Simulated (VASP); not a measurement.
# CdS (I4/mmm) in VASP: notebook, part 2 of 2

VASP 6.6.1. The steps go on from the part before.

## 3. Single point, r2SCAN (epitaxial xy strain +2.0%)

Contents of POSCAR:

```
CdS
1.0
    0.0000000000      2.7813120763      2.6847339690
    2.7813120763      0.0000000000      2.6847339690
    2.7813120763      2.7813120763      0.0000000000
Cd S
1 1
Direct
    0.0000000000      0.0000000000      0.0000000000
    0.5000000000      0.5000000000      0.5000000000
```

Contents of INCAR.step1:

```
SYSTEM = CdS
  ALGO = Normal
  EDIFF = 1E-4
  ENCUT = 520
  GGA = PE
  ISMEAR = -1
  LASPH = .TRUE.
  LCHARG = .FALSE.
  LREAL = .FALSE.
  LWAVE = .TRUE.
  NBANDS = 16
  NELM = 100
  PREC = Accurate
  SIGMA = 0.02
```

Contents of INCAR.step2:

```
SYSTEM = CdS
  ALGO = Normal
  EDIFF = 1E-6
  ENCUT = 520
  ISIF = 2
  ISMEAR = -1
  ISTART = 1
  LASPH = .TRUE.
  LCHARG = .FALSE.
  LMIXTAU = .TRUE.
  LREAL = .FALSE.
  LWAVE = .FALSE.
  METAGGA = R2SCAN
  NBANDS = 16
  NELM = 100
  PREC = Accurate
  SIGMA = 0.02
```

Contents of KPOINTS:

```
k-points
0
G
  8 8 8
  0 0 0
```

Potentials or basis: VASP PAW PBE potentials, release 64 (Cd, S).

Command:

```bash
$ cat potpaw_PBE.64/Cd/POTCAR potpaw_PBE.64/S/POTCAR > POTCAR
$ cp INCAR.step1 INCAR
$ mpirun -np 1 vasp_std > vasp.out
$ cp INCAR.step2 INCAR
$ mpirun -np 1 vasp_std > vasp.out
```

OUTCAR:

```text
SYSTEM = CdS
   EDIFF = 1E-6
   ENCUT = 520
   ISIF = 2
   ISMEAR = -1
   ISTART = 1
   LASPH = .TRUE.
   LREAL = .FALSE.
   METAGGA = R2SCAN
   NELM = 100
   PREC = Accurate

 ion  position               nearest neighbor table
   1  0.000  0.000  0.000-   2 2.68   2 2.68   2 2.78   2 2.78   2 2.78   2 2.78
   2  0.500  0.500  0.500-   1 2.68   1 2.68   1 2.78   1 2.78   1 2.78   1 2.78

  LATTYP: Found a body centered tetragonal cell.
 ALAT       =     3.9333692595
 C/A-ratio  =     1.3651064987

  Lattice vectors:

 A1 = (   0.0000000000,  -2.7813120763,  -2.6847339690)
 A2 = (   0.0000000000,   2.7813120763,  -2.6847339690)
 A3 = (   2.7813120763,   0.0000000000,   2.6847339690)

Analysis of symmetry for initial positions (statically):
=====================================================================
 Subroutine PRICEL returns:
 Original cell was already a primitive cell.

 Routine SETGRP: Setting up the symmetry group for a
 body centered tetragonal supercell.

 Subroutine GETGRP returns: Found 16 space group operations
 (whereof 16 operations were pure point group operations)
 out of a pool of 16 trial point group operations.

The static configuration has the point symmetry D_4h.

Analysis of symmetry for dynamics (positions and initial velocities):
=====================================================================
 Subroutine PRICEL returns:
 Original cell was already a primitive cell.

 Routine SETGRP: Setting up the symmetry group for a
 body centered tetragonal supercell.

 Subroutine GETGRP returns: Found 16 space group operations
 (whereof 16 operations were pure point group operations)
 out of a pool of 16 trial point group operations.

The dynamic configuration has the point symmetry D_4h.

 Subroutine INISYM returns: Found 16 space group operations
[... 106 lines left out ...]
   TEBEG  =    0.0;   TEEND  =   0.0 temperature during run
   PSTRESS=    0.0 pullay stress
   NELECT =      18.0000    total number of electrons
   NUPDOWN=      -1.0000    fix difference up-down
   EMIN   =  10.00;   EMAX   =-10.00  energy-range for DOS
   EFERMI =   0.00;   METHOD = LEGACY
   ISMEAR =    -1;   SIGMA  =   0.02  broadening in eV -4-tet -1-fermi 0-gaus
   EFERMI_NEDOS =   21; number of points for ismear=-14 and -15
   IALGO  =     38    algorithm
   IMIX   =      4    mixing-type and parameters
     AMIX     =   0.40;   BMIX     =  1.00
     AMIX_MAG =   1.60;   BMIX_MAG =  1.00
  volume/ion in A,a.u.               =      20.77       140.15
  Fermi-wavevector in a.u.,A,eV,Ry     =   1.238860  2.341105 20.881857  1.534773
  Thomas-Fermi vector in A             =   2.373367
   LORBIT       =      0    0 simple, 1 ext, 2 COOP (PROOUT), +10 PAW based schemes
   METAGGA = R2SCAN    functional components
   LHFCALC =     F    Hartree Fock is set to
   AEXX    =    0.0000 exact exchange contribution
   IVDW    =     0    specifies the selected vdW correction
   LEPSILON=     F    determine dielectric tensor
   LRPA    =     F    only Hartree local field effects (RPA)
 non-spin polarized calculation
  energy-cutoff  :      520.00
  volume of cell :       41.54
 maximum number of plane-waves:      1142
 NGX is ok and might be reduce to    30
   NGX = 15   NGY = 15   NGZ = 15

 number of electron      18.0000006 magnetization

 Free energy of the ion-electron system (eV)
  ---------------------------------------------------
  ext. energy  EPLUGINS =         0.00000000
  ---------------------------------------------------
  free energy    TOTEN  =       -29.51341457 eV

  energy without entropy =      -29.51341457  energy(sigma->0) =      -29.51341457

 E-fermi :   2.8881     XC(G=0): -10.8747

 val. band max:        2.5988222878   @ k =   0.5000  -0.0000   0.0000
 cond. band min:       3.1464952912   @ k =   0.5000   0.5000   0.0000
 fundamental gap:      0.5476730034
 Fermi energy:         2.8880807118

 k-point     1 :       0.0000    0.0000    0.0000
  band No.  band energies     occupation
      1     -10.6647      2.00000
      2      -5.3163      2.00000
      3      -5.3163      2.00000
      4      -5.3025      2.00000
      5      -5.3006      2.00000
      6      -5.2767      2.00000
[... 433 lines left out ...]
      3      -5.4678      2.00000
      4      -5.4021      2.00000
      5      -5.1622      2.00000
      6      -5.1322      2.00000
[... 8 lines left out ...]
     15      15.6998      0.00000
     16      15.9287      0.00000

 [... further k-points ...]
[... 5 lines left out ...]
  --------------------------------------------------------------------------------------
  -------------------------------------------------------------------------------------
  Total       -0.5577046     -0.5577046      0.1340954      0.0000000      0.0000000      0.0000000
  in kB      -21.5121648    -21.5121648      5.1724205      0.0000000      0.0000000      0.0000000
  external PRESSURE =     -12.6173031 kB  Pullay stress =       0.0000000 kB

 VOLUME and BASIS-vectors are now :
 -----------------------------------------------------------------------------
  energy-cutoff  :      520.00
  volume of cell :       41.54
      direct lattice vectors                 reciprocal lattice vectors
     0.000000000  2.781312076  2.684733969    -0.179771268  0.179771268  0.186238192
     2.781312076  0.000000000  2.684733969     0.179771268 -0.179771268  0.186238192
     2.781312076  2.781312076  0.000000000     0.179771268  0.179771268 -0.186238192

 POSITION                                       TOTAL-FORCE (eV/Angst)
 -----------------------------------------------------------------------------------
      0.00000      0.00000      0.00000         0.000000      0.000000      0.000000
      2.78131      2.78131      2.68473         0.000000      0.000000      0.000000
 -----------------------------------------------------------------------------------
    total drift:                               -0.000000      0.000000      0.000000

  FREE ENERGIE OF THE ION-ELECTRON SYSTEM (eV)
  ---------------------------------------------------
  free  energy   TOTEN  =       -29.5134145709 eV

  energy  without entropy=      -29.5134145652  energy(sigma->0) =      -29.51341457
```

Run time: 2.8 min. Hardware: 1 thread of Intel Xeon Platinum 8259CL at 2.50GHz (Skylake/Cascade Lake), shared host; peak memory 0.19 GiB.

Results:

```
Free energy            : -29.5134 eV
Pressure               : -1.3 GPa
Band gap on the k mesh : 0.55 eV, indirect (least direct gap 2.13 eV)
```

Stress tensor (GPa, compression positive):
```
-2.15  0.00  0.00
 0.00 -2.15  0.00
 0.00  0.00  0.52
```

Levels at points of the mesh, in eV from the valence-band top:
```csv
k point,band 7,band 8,band 9,band 10,band 11,band 12
"(0.00, 0.00, 0.00)",-0.94,-0.73,-0.73,1.39,9.59,9.59
"(0.50, 0.00, 0.00)",-4.88,-0.17,0.00,3.97,6.22,6.59
"(0.50, 0.50, 0.00)",-4.29,-2.26,-2.26,0.55,6.23,10.75
"(0.50, 0.00, 0.50)",-4.27,-2.32,-1.99,0.71,6.44,10.40
```

Caveat: the cell differs from its parent crystal (epitaxial xy strain +2.0%); the PAW data sets were made with another functional, which shifts forces and pressure a little.

## 4. Single point, PBE (epitaxial xy strain +2.0%)

Contents of INCAR:

```
SYSTEM = CdS
ALGO = Normal
EDIFF = 1E-6
ENCUT = 540
GGA = PE
GGA_COMPAT = .False.
ISIF = 2
ISMEAR = -1
LASPH = .True.
LCHARG = .False.
LREAL = .False.
LWAVE = .False.
NBANDS = 20
NELM = 120
PREC = Accurate
SIGMA = 0.02
```

Contents of KPOINTS:

```
k-points
0
Gamma
  8 8 8
  0 0 0
```

POSCAR is that of step 3.

Potentials or basis: VASP PAW PBE potentials, release 64 (Cd_sv_GW, S).

Command:

```bash
$ cat potpaw_PBE.64/Cd_sv_GW/POTCAR potpaw_PBE.64/S/POTCAR > POTCAR
$ mpirun -np 1 vasp_std > vasp.out
```

Wall time 49 s (1 thread of Intel Xeon Platinum 8375C at 2.90GHz (Ice Lake), shared host); peak memory 0.22 GiB.

The run converged. Its results:

```yaml
Free_energy: -5.9398 eV
Pressure: -1.1 GPa
Band_gap_on_the_k_mesh: 0.08 eV, indirect (least direct gap 1.53 eV)
```

Stress tensor (GPa, compression positive):
```
-1.98  0.00  0.00
 0.00 -1.98  0.00
 0.00  0.00  0.54
```

Levels at points of the mesh, in eV from the valence-band top:
```csv
k point,band 10,band 11,band 12,band 13,band 14,band 15,band 16,band 17
"(0.00, 0.00, 0.00)",-7.64,-0.95,-0.74,-0.74,0.79,9.10,9.10,9.28
"(0.50, 0.00, 0.00)",-7.46,-4.85,-0.16,0.00,3.43,5.67,6.03,6.65
"(0.50, 0.50, 0.00)",-6.69,-4.23,-2.23,-2.23,0.08,5.86,9.86,10.93
"(0.50, 0.00, 0.50)",-6.77,-4.21,-2.29,-1.97,0.24,6.06,9.54,10.74
```

Caveat: the cell differs from its parent crystal (epitaxial xy strain +2.0%).

## 5. Single point, r2SCAN (epitaxial xy strain +2.0%)

POSCAR is that of step 4.

Contents of INCAR.step1:

```
SYSTEM = CdS
  ALGO = Normal
  EDIFF = 1E-5
  ENCUT = 600
  GGA = PE
  GGA_COMPAT = .FALSE.
  ISMEAR = -1
  LASPH = .TRUE.
  LCHARG = .FALSE.
  LREAL = .FALSE.
  LWAVE = .TRUE.
  NBANDS = 20
  NELM = 120
  PREC = Accurate
  SIGMA = 0.02
```

Edit INCAR.step2 of step 3 so:

```diff
@@ -3,3 +3,4 @@
   EDIFF = 1E-6
-  ENCUT = 520
+  ENCUT = 600
+  GGA_COMPAT = .FALSE.
   ISIF = 2
@@ -13,4 +14,4 @@
   METAGGA = R2SCAN
-  NBANDS = 16
-  NELM = 100
+  NBANDS = 20
+  NELM = 120
   PREC = Accurate
```

Contents of KPOINTS:

```
k-points
0
G
  8 8 8
  0 0 0
```

Command:

```bash
$ cat potpaw_PBE.64/Cd_sv_GW/POTCAR potpaw_PBE.64/S/POTCAR > POTCAR
$ cp INCAR.step1 INCAR
$ mpirun -np 1 vasp_std > vasp.out
$ cp INCAR.step2 INCAR
$ mpirun -np 1 vasp_std > vasp.out
```

Run time: 95 s. Hardware: 1 thread of Intel Xeon Platinum 8559C (Emerald Rapids), shared host; peak memory 0.23 GiB.

The run converged. Its results:

- Free energy: -29.5745 eV
- Pressure: -2.2 GPa
- Band gap on the k mesh: 0.57 eV, indirect (least direct gap 2.16 eV)

Stress tensor (GPa, compression positive):
```
-3.00  0.00  0.00
 0.00 -3.00  0.00
 0.00  0.00 -0.51
```

Levels at points of the mesh, in eV from the valence-band top:
```tsv
k point	band 9	band 10	band 11	band 12	band 13	band 14	band 15	band 16	band 17	band 18
(0.00, 0.00, 0.00)	-7.94	-7.92	-0.96	-0.75	-0.75	1.41	9.60	9.60	9.77	11.73
(0.50, 0.00, 0.00)	-7.76	-7.75	-4.88	-0.17	0.00	3.96	6.21	6.58	7.33	12.87
(0.50, 0.50, 0.00)	-7.69	-6.94	-4.28	-2.26	-2.26	0.57	6.24	10.69	11.84	11.84
(0.50, 0.00, 0.50)	-7.69	-7.02	-4.26	-2.32	-1.99	0.73	6.45	10.38	11.63	12.49
```

Caveat: the cell differs from its parent crystal (epitaxial xy strain +2.0%); the PAW data sets were made with another functional, which shifts forces and pressure a little. A k mesh can miss the band edges.

## 6. Summary

```csv
level,potentials or basis,cutoff (eV),second run,gap on the mesh (eV),pressure (GPa)
PBE,"VASP PAW PBE potentials, release 64 (Cd, S)",520,-,0.08,0.4
r2SCAN,"VASP PAW PBE potentials, release 64 (Cd, S)",520,-,0.55,-1.3
PBE,"VASP PAW PBE potentials, release 64 (Cd_sv_GW, S)",540,valence_matched,0.08,-1.1
r2SCAN,"VASP PAW PBE potentials, release 64 (Cd_sv_GW, S)",600,valence_matched,0.57,-2.2
```

Alike in all rows: task single point; no spin polarisation; cell as given; k mesh 8 × 8 × 8; smearing fermi-dirac 0.02 eV.

Caveats: the PAW data sets were made with another functional, which shifts forces and pressure a little (some runs).

Absolute energies hang on the potentials; compare differences alone.
